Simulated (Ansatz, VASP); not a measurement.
**Si5F in VASP and in Ansatz**

```xyz
6
Lattice="2.8814 0.0000 0.0000 -1.4407 2.4954 0.0000 0.0000 0.0000 11.8365" Properties=species:S:1:pos:R:3 pbc="T T T"
Si    1.4407    0.8318    9.9244
Si    0.0000    1.6636    7.8839
Si    1.4407    0.8318    5.9183
Si    0.0000    1.6636    3.9526
Si    1.4407    0.8318    1.9121
F     0.0000    1.6636    0.0000
```

Change from the starting cell: species swapped into the CeMg5 type (P-6m2, No. 187).

Alike in both runs: functional PBE; k mesh 6 × 6 × 2; occupations gaussian, width 0.1 eV; collinear spin.

Ansatz relaxed the structure, and its values are those at the end. VASP's run is a single point on that final structure, the one shown.

```csv
,VASP,Ansatz
version,VASP 6.6.1,Ansatz 0.2.0
potentials or method,"VASP PAW PBE potentials, release 64 (Si, F), cutoff 520 eV","scalar-relativistic, plane waves, PAW"
valence electrons in the cell,27,27
```

```csv
,VASP,Ansatz,Ansatz less VASP
gap on the k mesh at the Fermi level (eV),none,none,-
pressure (GPa),-0.1,0.0,+0.08
rms of the force components (eV/Å),0.003,0.003,-0.0008
net moment per atom (μB),0.00,0.00,0.000
```

A gap of «none» marks a metal or a gap that the smearing closes. Ansatz's warnings: seeded moment not kept.

The k mesh is coarse, so the values compare programs but aren't converged.
